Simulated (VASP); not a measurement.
# SnTe (Fm-3m) in VASP: single point with PBE

Aim: the single point of SnTe with PBE.

Everything below comes from runs of VASP 6.6.1. Logs are shortened: lines on timing, memory, paths and dates and some standing lists are left out, and cuts for length are marked.

## (1) The cell of the first run

Symmetry: Fm-3m, No. 225, cubic system. Conventional cell: a = 6.302 Å, b = 6.302 Å, c = 6.302 Å, α = 90.00°, β = 90.00°, γ = 90.00°. Within 4.1 Å of Sn (site symmetry m-3m) lie 6 Te at 3.15 Å. Within 4.1 Å of Te (site symmetry m-3m) lie 6 Sn at 3.15 Å.

## (2) Single point, PBE

INCAR reads:

```
  ALGO = Normal
  EDIFF = 1E-6
  ENCUT = 520
  GGA = PE
  ISIF = 2
  ISMEAR = 0
  LASPH = True
  LCHARG = True
  LELF = True
  LREAL = False
  LVHAR = True
  LWAVE = False
  NBANDS = 17
  NELM = 100
  PREC = Accurate
  SIGMA = 0.01
```

KPOINTS reads:

```
k-points
0
Gamma
  5 5 5
```

POSCAR reads:

```
SnTe
1.0
    0.0000000000      3.1508500000      3.1508500000
    3.1508500000      0.0000000000      3.1508500000
    3.1508500000      3.1508500000      0.0000000000
Sn Te
1 1
Direct
    0.0000000000      0.0000000000      0.0000000000
    0.5000000000      0.5000000000      0.5000000000
```

Potentials or basis: VASP PAW PBE potentials, release 64 (Sn_d, Te).

The run is started by

```bash
$ cat potpaw_PBE.64/Sn_d/POTCAR potpaw_PBE.64/Te/POTCAR > POTCAR
$ mpirun -np 1 vasp_std > vasp.out
```

OUTCAR:

```text
EDIFF = 1E-6
   ENCUT = 520
   GGA = PE
   ISIF = 2
   ISMEAR = 0
   LASPH = True
   LREAL = False
   NELM = 100
   PREC = Accurate

 ion  position               nearest neighbor table
   1  0.000  0.000  0.000-   2 3.15   2 3.15   2 3.15   2 3.15   2 3.15   2 3.15
   2  0.500  0.500  0.500-   1 3.15   1 3.15   1 3.15   1 3.15   1 3.15   1 3.15

  LATTYP: Found a face centered cubic cell.
 ALAT       =     6.3017000000

  Lattice vectors:

 A1 = (   0.0000000000,   3.1508500000,   3.1508500000)
 A2 = (   3.1508500000,   0.0000000000,   3.1508500000)
 A3 = (   3.1508500000,   3.1508500000,   0.0000000000)

Analysis of symmetry for initial positions (statically):
=====================================================================
 Subroutine PRICEL returns:
 Original cell was already a primitive cell.

 Routine SETGRP: Setting up the symmetry group for a
 face centered cubic supercell.

 Subroutine GETGRP returns: Found 48 space group operations
 (whereof 48 operations were pure point group operations)
 out of a pool of 48 trial point group operations.

The static configuration has the point symmetry O_h .

Analysis of symmetry for dynamics (positions and initial velocities):
=====================================================================
 Subroutine PRICEL returns:
 Original cell was already a primitive cell.

 Routine SETGRP: Setting up the symmetry group for a
 face centered cubic supercell.

 Subroutine GETGRP returns: Found 48 space group operations
 (whereof 48 operations were pure point group operations)
 out of a pool of 48 trial point group operations.

The dynamic configuration has the point symmetry O_h .

 Subroutine INISYM returns: Found 48 space group operations
 (whereof 48 operations are pure point group operations),
 and found     1 'primitive' translations

----------------------------------------------------------------------------------------

                                     Primitive cell

  volume of cell :      62.5624

  direct lattice vectors                    reciprocal lattice vectors
     0.000000000  3.150850000  3.150850000    -0.158687338  0.158687338  0.158687338
     3.150850000  0.000000000  3.150850000     0.158687338 -0.158687338  0.158687338
     3.150850000  3.150850000  0.000000000     0.158687338  0.158687338 -0.158687338

  length of vectors
     4.455974803  4.455974803  4.455974803     0.274854533  0.274854533  0.274854533

  position of ions in fractional coordinates (direct lattice)
     0.000000000  0.000000000  0.000000000
     0.500000000  0.500000000  0.500000000

  ion indices of the primitive-cell ions
   primitive index   ion index
                 1           1
                 2           2

----------------------------------------------------------------------------------------

 KPOINTS: k-points

Automatic generation of k-mesh.
 Grid dimensions read from file:
 generate k-points for:    5    5    5

 Generating k-lattice:

  Cartesian coordinates                     Fractional coordinates (reciprocal lattice)
    -0.031737468  0.031737468  0.031737468     0.200000000  0.000000000  0.000000000
     0.031737468 -0.031737468  0.031737468     0.000000000  0.200000000  0.000000000
     0.031737468  0.031737468 -0.031737468     0.000000000  0.000000000  0.200000000

  Length of vectors
     0.054970907  0.054970907  0.054970907

  Shift w.r.t. Gamma in fractional coordinates (k-lattice)
     0.000000000  0.000000000  0.000000000

 Subroutine IBZKPT returns following result:
 ===========================================

 Found     10 irreducible k-points:

 Following reciprocal coordinates:
            Coordinates               Weight
  0.000000  0.000000  0.000000      1.000000
  0.200000  0.000000  0.000000      8.000000
  0.400000  0.000000  0.000000      8.000000
  0.200000  0.200000  0.000000      6.000000
  0.400000  0.200000  0.000000     24.000000
 -0.400000  0.200000  0.000000     24.000000
 -0.200000  0.200000  0.000000     12.000000
  0.400000  0.400000  0.000000      6.000000
 -0.400000  0.400000  0.000000     12.000000
 -0.400000  0.400000  0.200000     24.000000
   k-points           NKPTS =     10   k-points in BZ     NKDIM =     10   number of bands    NBANDS=     17
   number of dos      NEDOS =    301   number of ions     NIONS =      2
   total plane-waves  NPLWV =  46656
   dimension x,y,z NGX =    36 NGY =   36 NGZ =   36
   dimension x,y,z NGXF=    72 NGYF=   72 NGZF=   72
   ions per type =               1   1
   NGX,Y,Z   is equivalent  to a cutoff of  13.43, 13.43, 13.43 a.u.
   NGXF,Y,Z  is equivalent  to a cutoff of  26.86, 26.86, 26.86 a.u.
 SYSTEM =  unknown system
   PREC   = accura    normal or accurate (medium, high low for compatibility)
   ISTART =      0    job   : 0-new  1-cont  2-samecut
   ICHARG =      2    charge: 1-file 2-atom 10-const
   ISPIN  =      1    spin polarized calculation?
   LNONCOLLINEAR =      F non collinear calculations
   LSORBIT =      F    spin-orbit coupling
   LASPH  =      T    aspherical Exc in radial PAW
   ENCUT  =  520.0 eV  38.22 Ry    6.18 a.u.   8.29  8.29  8.29*2*pi/ulx,y,z
   NELM   =    100;   NELMIN=  2; NELMDL= -5     # of ELM steps
   EDIFF  = 0.1E-05   stopping-criterion for ELM
   LREAL  =      F    real-space projection
   EDIFFG = 0.1E-04   stopping-criterion for IOM
   NSW    =      0    number of steps for IOM
   IBRION =     -1    ionic relax: 0-MD 1-quasi-New 2-CG
   NFREE  =      0    steps in history (QN), initial steepest desc. (CG)
   ISIF   =      2    stress and relaxation
   ISYM   =      2    0-nonsym 1-usesym 2-fastsym
   POTIM  = 0.5000    time-step for ionic-motion
   TEBEG  =    0.0;   TEEND  =   0.0 temperature during run
   PSTRESS=    0.0 pullay stress
   NELECT =      20.0000    total number of electrons
   NUPDOWN=      -1.0000    fix difference up-down
   EMIN   =  10.00;   EMAX   =-10.00  energy-range for DOS
   EFERMI =   0.00;   METHOD = LEGACY
   ISMEAR =     0;   SIGMA  =   0.01  broadening in eV -4-tet -1-fermi 0-gaus
   EFERMI_NEDOS =   21; number of points for ismear=-14 and -15
   IALGO  =     38    algorithm
   IMIX   =      4    mixing-type and parameters
     AMIX     =   0.40;   BMIX     =  1.00
     AMIX_MAG =   1.60;   BMIX_MAG =  1.00
  volume/ion in A,a.u.               =      31.28       211.10
  Fermi-wavevector in a.u.,A,eV,Ry     =   1.119387  2.115336 17.048485  1.253028
  Thomas-Fermi vector in A             =   2.256026
   LORBIT       =      0    0 simple, 1 ext, 2 COOP (PROOUT), +10 PAW based schemes
   GGA     = PE    functional components
   LHFCALC =     F    Hartree Fock is set to
   AEXX    =    0.0000 exact exchange contribution
   IVDW    =     0    specifies the selected vdW correction
   LEPSILON=     F    determine dielectric tensor
   LRPA    =     F    only Hartree local field effects (RPA)
 non-spin polarized calculation
 Gauss-broadening in eV      SIGMA  =   0.01
  energy-cutoff  :      520.00
  volume of cell :       62.56
 maximum number of plane-waves:      1694
 NGX is ok and might be reduce to    36
   NGX = 17   NGY = 17   NGZ = 17

 number of electron      19.9999998 magnetization

 Free energy of the ion-electron system (eV)
  ---------------------------------------------------
  ext. energy  EPLUGINS =         0.00000000
  ---------------------------------------------------
  free energy    TOTEN  =        -7.54748973 eV

  energy without entropy =       -7.54748973  energy(sigma->0) =       -7.54748973

 E-fermi :   6.7005     XC(G=0):  -9.5008

 val. band max:        6.6138332025   @ k =  -0.2000   0.2000   0.0000
 cond. band min:       7.5326571871   @ k =   0.4000   0.0000   0.0000
 fundamental gap:      0.9188239846
 Fermi energy:         6.7004963537

 k-point     1 :       0.0000    0.0000    0.0000
  band No.  band energies     occupation
      1     -14.9585      2.00000
      2     -14.9585      2.00000
      3     -14.9520      2.00000
      4     -14.9520      2.00000
      5     -14.9520      2.00000
      6      -5.8540      2.00000
[... 9 lines left out ...]
     16      11.7032      0.00000
     17      13.7741      0.00000

 k-point     2 :       0.2000    0.0000    0.0000
  band No.  band energies     occupation
      1     -14.9600      2.00000
      2     -14.9600      2.00000
      3     -14.9515      2.00000
      4     -14.9499      2.00000
      5     -14.9498      2.00000
      6      -5.5248      2.00000
[... 9 lines left out ...]
     16      12.4947      0.00000
     17      15.9010      0.00000

 k-point     3 :       0.4000    0.0000    0.0000
  band No.  band energies     occupation
      1     -14.9631      2.00000
      2     -14.9631      2.00000
      3     -14.9506      2.00000
      4     -14.9458      2.00000
      5     -14.9458      2.00000
      6      -4.7643      2.00000
[... 9 lines left out ...]
     16      14.6159      0.00000
     17      16.9237      0.00000

 k-point     4 :       0.2000    0.2000    0.0000
  band No.  band energies     occupation
      1     -14.9638      2.00000
      2     -14.9569      2.00000
      3     -14.9534      2.00000
      4     -14.9484      2.00000
      5     -14.9484      2.00000
      6      -5.4185      2.00000
[... 9 lines left out ...]
     16      13.6614      0.00000
     17      14.2621      0.00000

 k-point     5 :       0.4000    0.2000    0.0000
  band No.  band energies     occupation
      1     -14.9675      2.00000
      2     -14.9582      2.00000
      3     -14.9524      2.00000
      4     -14.9459      2.00000
      5     -14.9447      2.00000
      6      -4.7952      2.00000
[... 9 lines left out ...]
     16      15.6435      0.00000
     17      16.5834      0.00000

 k-point     6 :      -0.4000    0.2000    0.0000
  band No.  band energies     occupation
      1     -14.9661      2.00000
      2     -14.9615      2.00000
      3     -14.9492      2.00000
      4     -14.9464      2.00000
      5     -14.9447      2.00000
      6      -4.4331      2.00000
[... 9 lines left out ...]
     16      14.5755      0.00000
     17      17.4175      0.00000

 k-point     7 :      -0.2000    0.2000    0.0000
  band No.  band energies     occupation
      1     -14.9623      2.00000
      2     -14.9616      2.00000
      3     -14.9504      2.00000
      4     -14.9482      2.00000
      5     -14.9469      2.00000
      6      -5.0377      2.00000
[... 9 lines left out ...]
     16      15.0456      0.00000
     17      15.4609      0.00000

 k-point     8 :       0.4000    0.4000    0.0000
  band No.  band energies     occupation
      1     -14.9740      2.00000
      2     -14.9555      2.00000
      3     -14.9542      2.00000
      4     -14.9423      2.00000
      5     -14.9423      2.00000
      6      -4.4789      2.00000
[... 9 lines left out ...]
     16      16.5984      0.00000
     17      17.5291      0.00000

 k-point     9 :      -0.4000    0.4000    0.0000
  band No.  band energies     occupation
      1     -14.9729      2.00000
      2     -14.9563      2.00000
      3     -14.9533      2.00000
      4     -14.9431      2.00000
      5     -14.9422      2.00000
      6      -4.2319      2.00000
[... 9 lines left out ...]
     16      15.8679      0.00000
     17      17.7546      0.00000

 k-point    10 :      -0.4000    0.4000    0.2000
  band No.  band energies     occupation
      1     -14.9696      2.00000
      2     -14.9586      2.00000
      3     -14.9508      2.00000
      4     -14.9463      2.00000
      5     -14.9424      2.00000
      6      -4.3202      2.00000
[... 9 lines left out ...]
     16      16.5670      0.00000
     17      16.6152      0.00000

------------------------ aborting loop because EDIFF is reached ----------------------------------------

  FORCE on cell =-STRESS in cart. coord.  units (eV):
  Direction    XX          YY          ZZ          XY          YZ          ZX
  --------------------------------------------------------------------------------------
  -------------------------------------------------------------------------------------
  Total        0.8473706      0.8473706      0.8473706      0.0000000      0.0000000     -0.0000000
  in kB       21.7005516     21.7005516     21.7005516      0.0000000      0.0000000     -0.0000000
  external PRESSURE =      21.7005516 kB  Pullay stress =       0.0000000 kB

 VOLUME and BASIS-vectors are now :
 -----------------------------------------------------------------------------
  energy-cutoff  :      520.00
  volume of cell :       62.56
      direct lattice vectors                 reciprocal lattice vectors
     0.000000000  3.150850000  3.150850000    -0.158687338  0.158687338  0.158687338
     3.150850000  0.000000000  3.150850000     0.158687338 -0.158687338  0.158687338
     3.150850000  3.150850000  0.000000000     0.158687338  0.158687338 -0.158687338

 POSITION                                       TOTAL-FORCE (eV/Angst)
 -----------------------------------------------------------------------------------
      0.00000      0.00000      0.00000        -0.000000      0.000000     -0.000000
      3.15085      3.15085      3.15085         0.000000      0.000000      0.000000
 -----------------------------------------------------------------------------------
    total drift:                               -0.000000      0.000000      0.000000

  FREE ENERGIE OF THE ION-ELECTRON SYSTEM (eV)
  ---------------------------------------------------
  free  energy   TOTEN  =        -7.5474897283 eV

  energy  without entropy=       -7.5474897283  energy(sigma->0) =       -7.54748973
```

Run time: 10 s. Hardware: 1 thread of AMD EPYC 9R45 (Zen 5), shared host; peak memory 0.17 GiB.

What came out:

* Free energy: -7.5475 eV
* Pressure: 2.2 GPa

Levels at points of the mesh, in eV from the Fermi level:
| k point | band 7 | band 8 | band 9 | band 10 | band 11 | band 12 | band 13 | band 14 |
| --- | --- | --- | --- | --- | --- | --- | --- | --- |
| (0.00, 0.00, 0.00) | -4.43 | -1.89 | -1.89 | -1.89 | 3.60 | 3.60 | 3.60 | 5.00 |

Caveat: this odd mesh misses L, where the gap lies, so gap, dielectric constants and Born charges aren't listed; spin-orbit coupling is left out, which moves the levels of the heavy elements.
